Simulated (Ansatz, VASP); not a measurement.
**Rb2Ru: VASP beside Ansatz**

```
Rb Ru
1.0
     0.00000    4.70985    4.70985
     4.70985    0.00000    4.70985
     4.70985    4.70985    0.00000
Rb Ru
4 2
Direct
  0.62500 0.62500 0.62500
  0.12500 0.62500 0.62500
  0.62500 0.62500 0.12500
  0.62500 0.12500 0.62500
  0.00000 0.00000 0.00000
  0.25000 0.25000 0.25000
```

Alike in both runs: functional PBE; k mesh 8 × 8 × 8; occupations gaussian, width 0.1 eV; no spin polarisation.

Ansatz relaxed the structure, and its values are those at the end. VASP's run is a single point on that final structure, the one shown.

```csv
,VASP,Ansatz
version,VASP 6.6.1,Ansatz 0.2.0
potentials or method,"VASP PAW PBE potentials, release 64 (Rb_sv, Ru_pv), cutoff 520 eV","scalar-relativistic, plane waves, PAW"
valence electrons in the cell,64,68
```

|  | VASP | Ansatz | Ansatz less VASP |
| --- | --- | --- | --- |
| gap on the k mesh at the Fermi level (eV) | none | none | - |
| pressure (GPa) | 0.1 | 0.0 | -0.06 |

A gap of «none» marks a metal or a gap that the smearing closes. VASP's potentials hold 64 valence electrons a cell and Ansatz's 68, so a difference there can come from the potentials and not from the codes.
